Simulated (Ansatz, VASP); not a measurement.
Si in VASP and in Ansatz

```
Si
1.0
     0.00000    2.50728    2.50728
     2.50728    0.00000    2.50728
     2.50728    2.50728    0.00000
Si
2
Direct
  0.87500 0.87500 0.87500
  0.12500 0.12500 0.12500
```

Change from the starting cell: volume scaled by 0.8, LAPW.

Alike in both runs: task single point; functional LDA; k mesh 13 × 13 × 13; occupations fermi-dirac, width 0.1 eV; no spin polarisation.

```csv
,VASP,Ansatz
version,VASP 6.6.1,Ansatz 0.2.0
potentials or method,"VASP PAW LDA potentials, release 64 (Si), cutoff 520 eV","all-electron LAPW, scalar-relativistic"
```

VASP gave:

```
pressure (GPa) : 34.1
```

Q: What did Ansatz give for the same quantities?

A: Pressure (GPa): 33.8.

LDA's correlation is that of Perdew and Zunger in VASP and of Perdew and Wang (1992) in Ansatz. Both programs put the cell under a high pressure, so it lies far from rest at this level. Ansatz ran all-electron here, and VASP with PAW potentials.
